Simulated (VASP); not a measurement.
A run of VASP 6.6.1:

The input INCAR:

```
SYSTEM = Rb
PREC = Accurate
ENCUT = 500
EDIFF = 1E-6
ISMEAR = -1
SIGMA = 0.05
LREAL = .False.
LASPH = .True.
NELM = 120
ALGO = Normal
ISIF = 2
LWAVE = .False.
LCHARG = .False.
GGA = PE
NBANDS = 10
GGA_COMPAT = .False.
```

The input KPOINTS:

```
Automatic mesh
0
Gamma
  6 6 6
  0 0 0
```

File POSCAR:

```
Rb
1.0
   -2.8025000000      2.8025000000      2.8305250000
    2.8025000000     -2.8025000000      2.8305250000
    2.8025000000      2.8025000000     -2.8305250000
Rb
1
Direct
    0.0000000000      0.0000000000      0.0000000000
```

Potentials or basis: VASP PAW PBE potentials, release 64 (Rb_sv).

Command:

```sh
$ cat potpaw_PBE.64/Rb_sv/POTCAR > POTCAR
$ mpirun -np 1 vasp_std > vasp.out
```

Hardware: 1 thread of Intel Xeon 8259CL, on a shared host.

Problem. How long does it take, and how much memory?

Solution. Wall time 31 s on 1 thread of Intel Xeon 8259CL, with other jobs on the host, peak memory 0.2 GiB. Counts: scf iterations 10, k points 30.
